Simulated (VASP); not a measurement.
Crystal: Rh.

```
Rh
1.0
     0.00000    1.89785    1.89785
     1.89785    0.00000    1.89785
     1.89785    1.89785    0.00000
Rh
1
Direct
  0.00000 0.00000 0.00000
```

* Program: VASP 6.6.1
* Task: relaxation of cell and atoms
* Functional: RPBE
* Potentials or basis: VASP PAW PBE potentials, release 64 (Rh_pv)
* Cutoff: 600 eV
* k mesh: 12 × 12 × 12
* Occupations: fermi-dirac, width 0.05 eV
* Spin: no spin polarisation

At the start: pressure 12.2 GPa; volume 13.67 Å³/atom.

Where does the relaxation end?

Over 4 steps the energy falls by 22.3 meV/atom and the volume is 14.30 Å³/atom (+4.6 %); space group Fm-3m (No. 225, to 0.1 Å) before and after.

Step by step:
```
step  energy change (eV)  largest force (eV/Å)  pressure (GPa)  volume (Å³)
   1              0.0000                0.0000           12.15        13.67
   2              0.0761                0.0000          -18.41        15.83
   3             -0.0222                0.0000           -0.39        14.32
   4             -0.0223                0.0000           -0.03        14.30
```

Final structure:
```
Rh
1.0
     0.00000    1.92640    1.92640
     1.92640    0.00000    1.92640
     1.92640    1.92640    0.00000
Rh
1
Direct
  0.00000 0.00000 0.00000
```

Caveat: the PAW data sets were made with another functional, which shifts forces and pressure a little.
